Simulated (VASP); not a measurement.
Runs of VASP 6.6.1 on Ca3GeN. The structure is that of space group Pm-3m (No. 221), or close to it. The cells are those of the table. 

```csv
cell,gap on the mesh (eV),pressure (GPa)
"a = 4.873 Å, 5 atoms",none,-5.6
"a = 4.677 Å, 5 atoms",none,1.1
"a = 4.911 Å, 5 atoms",none,(c)
"a = 4.717 Å, 5 atoms",none,-0.6
"a = 4.593 Å, 5 atoms",none,5.4
"a = 4.635 Å, 5 atoms",none,(a)
"a = 4.797 Å, 5 atoms",none,(b)
"a = 4.757 Å, 5 atoms",none,-2.1
```

Alike in all rows: task single point; level LDA; potentials or basis VASP PAW LDA potentials, release 64 (Ca_sv, Ge_d, N); no spin polarisation; k mesh 5 × 5 × 5; cutoff (eV) 520; smearing fermi-dirac 0.1 eV.

Fill in the values left out.

(a) 3.1; (b) -3.4; (c) -6.5.

Caveats: the cell stands under tension (at least some runs); the cell stands under pressure (at least some runs).

A k mesh can miss the band edges, and the runs leave out spin-orbit coupling on Ge.

A gap of «none» marks levels without a gap at the run's occupations.
